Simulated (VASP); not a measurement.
TeAs, 2 atoms in the cell. The structure is tetragonal, space group I4/mmm (No. 139). Conventional cell: a = 4.564 Å, b = 4.564 Å, c = 5.935 Å, α = 90.00°, β = 90.00°, γ = 90.00°. Within 3.9 Å of Te (site symmetry 4/mmm) lie 6 As at 2.97 to 3.23 Å. As (site symmetry 4/mmm) has 6 Te at 2.97 to 3.23 Å within 3.9 Å.  This cell differs from its parent crystal: strain +0.0875 x Voigt [1, 1, 0, 0, 0, 0].

```yaml
Program: VASP 6.6.1
Task: single point
Functional: PBEsol
Dispersion: D3(BJ)
Potentials_or_basis: VASP PAW PBE potentials, release 64 (Te, As)
Cutoff: 520 eV
k_mesh: 14 × 14 × 14
Occupations: gaussian, width 0.15 eV
Spin: no spin polarisation
Dipole_correction: no
Further_INCAR_settings: ALGO = Normal; EDIFF = 1e-06; NBANDS = 12
```

Potentials or basis: VASP PAW PBE potentials, release 64 (Te, As).

Command:

```console
$ cat potpaw_PBE.64/Te/POTCAR potpaw_PBE.64/As/POTCAR > POTCAR
$ mpirun -np 1 vasp_std > vasp.out
```

Hardware: 1 thread of Intel(R) Xeon(R) 6975P-C (Granite Rapids), on a shared host.

**Question.** Estimate the wall time of this run.

**Answer.** Run time: 51 s on 1 thread of Intel(R) Xeon(R) 6975P-C (Granite Rapids) (shared host), peak memory 0.35 GiB. Counts: scf iterations 10, k points 244.
